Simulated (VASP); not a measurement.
A run of VASP 6.6.1:

The input INCAR:

```
SYSTEM = CaS4
ALGO = Normal
EDIFF = 1E-7
EDIFFG = -0.01
ENCUT = 600
GGA = PE
IBRION = 2
ISIF = 3
ISMEAR = 0
LASPH = .TRUE.
LCHARG = .FALSE.
LREAL = .FALSE.
LWAVE = .FALSE.
NELM = 100
NSW = 100
PREC = Accurate
SIGMA = 0.1
```

KPOINTS

```
k-points
0
G
  8 8 8
  0 0 0
```

Contents of POSCAR:

```
CaS4
1.0
    4.6682261040      0.0000000000      0.0000000000
    0.0000000000      4.6682261040      0.0000000000
    0.0000000000      0.0000000000      4.6682261040
Ca S
1 4
Direct
    0.5000000000      0.5000000000      0.5000000000
    0.5000000000      0.0000000000      0.0000000000
    0.0000000000      0.5000000000      0.0000000000
    0.0000000000      0.0000000000      0.5000000000
    0.0000000000      0.0000000000      0.0000000000
```

Potentials or basis: VASP PAW PBE potentials, release 64 (Ca_sv, S).

Launch:

```sh
$ cat potpaw_PBE.64/Ca_sv/POTCAR potpaw_PBE.64/S/POTCAR > POTCAR
$ mpirun -np 1 vasp_std > vasp.out
```

Hardware: 1 thread of Intel(R) Xeon(R) Platinum 8259CL CPU @ 2.50GHz (Skylake/Cascade Lake) (shared host).

**Question.** Estimate the wall time of this run.

**Answer.** Run time: 3 min on 1 thread of Intel(R) Xeon(R) Platinum 8259CL CPU @ 2.50GHz (Skylake/Cascade Lake), with other jobs on the host, peak memory 0.3 GiB. Counts: scf iterations 30, k points 35, ion steps 3.
